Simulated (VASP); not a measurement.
A run of VASP 6.6.1 is set up as follows.

The input INCAR:

```
ALGO     = Normal         # electronic algorithm
EDIFF    = 1E-6           # SCF threshold, eV
ENCUT    = 520            # plane-wave cutoff, eV
GGA      = PE             # functional
ISIF     = 2              # what is computed and relaxed
ISMEAR   = 0              # smearing method
LASPH    = True           # aspherical terms in the spheres
LCHARG   = False          # write CHGCAR
LREAL    = False          # projectors in reciprocal space
LWAVE    = False          # write WAVECAR
NBANDS   = 31             # bands
NELM     = 100            # most SCF steps
PREC     = Accurate       # precision mode
SIGMA    = 0.2            # smearing width, eV
```

File KPOINTS:

```
k-points
0
Gamma
  6 6 2
```

File POSCAR:

```
Mg3Sn2N2
1.0
    3.2597882811      0.0000000000      0.0000000000
   -1.6298941406      2.8230594624      0.0000000000
    0.0000000000      0.0000000000     13.2190214720
Mg Sn N
3 2 2
Direct
    0.0000000000      0.0000000000      0.0000000000
    0.6666666667      0.3333333333      0.1646980323
    0.3333333333      0.6666666667      0.8353019677
    0.0000000000      0.0000000000      0.3848413909
    0.0000000000      0.0000000000      0.6151586091
    0.6666666667      0.3333333333      0.8979087267
    0.3333333333      0.6666666667      0.1020912733
```

Potentials or basis: VASP PAW PBE potentials, release 64 (Mg, Sn_d, N).

Launch:

```sh
$ cat potpaw_PBE.64/Mg/POTCAR potpaw_PBE.64/Sn_d/POTCAR potpaw_PBE.64/N/POTCAR > POTCAR
$ mpirun -np 1 vasp_std > vasp.out
```

**Question.** What does it give for the band gap on the k mesh?

**Answer.** Zero (band 22 reaches 5.98 eV, above the bottom of band 23 at 4.30 eV).

**Question.** Predict the pressure.

**Answer.** -0.3 GPa.

Forces on the atoms (eV/Å):
```
Mg   0.000  0.000  0.000
Mg   0.000  0.000 -0.027
Mg   0.000  0.000  0.027
Sn   0.000  0.000 -0.016
Sn   0.000  0.000  0.016
N    0.000  0.000  0.018
N    0.000  0.000 -0.018
```

Caveat: the k points lie up to 0.37 Å⁻¹ apart; spin-orbit coupling is left out, which moves the levels of the heavy elements.
